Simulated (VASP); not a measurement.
## FeSi: single point with PBE

The system is FeSi.

```xyz
8
Lattice="4.4481 0.0000 0.0000 0.0000 4.4481 0.0000 0.0000 0.0000 4.4481" Properties=species:S:1:pos:R:3 pbc="T T T"
Fe    0.6049    0.6049    0.6049
Fe    1.6191    3.8431    2.8290
Fe    2.8290    1.6191    3.8431
Fe    3.8431    2.8290    1.6191
Si    3.7396    3.7396    3.7396
Si    2.9325    0.7084    1.5156
Si    1.5156    2.9325    0.7084
Si    0.7084    1.5156    2.9325
```

```json
{"Program": "VASP 6.6.1", "Task": "single point", "Functional": "PBE", "Potentials or basis": "VASP PAW PBE potentials, release 64 (Fe, Si)", "Cutoff": "520 eV", "k mesh": "8 × 8 × 8", "Occupations": "gaussian, width 0.05 eV", "Spin": "no spin polarisation"}
```

- Pressure: 0.2 GPa
- Largest force: 0.035 eV/Å
- Band gap on the k mesh: 0.16 eV, indirect (least direct gap 0.17 eV)

Forces on the atoms (eV/Å):
```
Fe   0.020  0.020  0.020
Fe  -0.020 -0.020  0.020
Fe   0.020 -0.020 -0.020
Fe  -0.020  0.020 -0.020
Si   0.001  0.001  0.001
Si  -0.001 -0.001  0.001
Si   0.001 -0.001 -0.001
Si  -0.001  0.001 -0.001
```

Levels at points of the mesh, in eV from the valence-band top:
| k point | band 20 | band 21 | band 22 | band 23 | band 24 | band 25 | band 26 | band 27 | band 28 | band 29 |
| --- | --- | --- | --- | --- | --- | --- | --- | --- | --- | --- |
| (0.00, 0.00, 0.00) | -0.28 | -0.28 | -0.28 | -0.04 | -0.04 | 0.66 | 0.66 | 0.66 | 3.03 | 3.03 |
| (0.50, 0.00, 0.00) | -1.24 | -0.38 | -0.38 | -0.01 | -0.01 | 0.20 | 0.20 | 1.72 | 1.72 | 2.22 |
| (0.50, 0.50, 0.00) | -1.26 | -1.01 | -1.01 | -0.36 | -0.36 | 0.64 | 0.64 | 1.30 | 1.30 | 2.70 |
| (0.50, 0.50, 0.50) | -0.73 | -0.67 | -0.67 | -0.67 | -0.67 | 0.50 | 0.50 | 0.50 | 0.50 | 5.64 |

It took 72 s on 1 thread of Intel(R) Xeon(R) 6975P-C (Granite Rapids) (shared host), peak memory 0.25 GiB.

A k mesh can miss the band edges. Spin polarisation is off, so any magnetic state and its effect on volume and gap are missing.
